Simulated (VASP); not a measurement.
Runs of VASP 6.6.1 on Se. The structure is that of space group P6_3/mmc (No. 194), or close to it. The cells are those of the table. 

```csv
task,cell,k mesh for the DOS,occupations for the DOS,gap on the mesh (eV),pressure (GPa)
single point,"a = 3.370, b = 3.370, c = 3.811 Å, angles 90.0, 90.0, 120.0°, 2 atoms",-,-,none,14.1
single point,"a = 2.478, b = 2.478, c = 3.776 Å, angles 90.0, 90.0, 120.0°, 2 atoms",-,-,none,244.0
single point,"a = 2.997, b = 2.997, c = 3.902 Å, angles 90.0, 90.0, 120.0°, 2 atoms",-,-,none,(b)
single point,"a = 2.612, b = 2.612, c = 3.926 Å, angles 90.0, 90.0, 120.0°, 2 atoms",-,-,none,141.7
single point,"a = 3.203, b = 3.203, c = 3.817 Å, angles 90.0, 90.0, 120.0°, 2 atoms",-,-,none,(a)
single point,"a = 2.791, b = 2.791, c = 3.968 Å, angles 90.0, 90.0, 120.0°, 2 atoms",-,-,none,79.0
```

Alike in all rows: level PBE; potentials or basis VASP PAW PBE potentials, release 64 (Se); no spin polarisation; k mesh 14 × 14 × 8; cutoff (eV) 520; smearing fermi-dirac 0.08 eV.

**Question.** Fill in the values left out.

**Answer.** (a) 26.8; (b) 45.7.

A k mesh can miss the band edges, and the runs leave out spin-orbit coupling on Se.

A gap of «none» marks levels without a gap at the run's occupations.
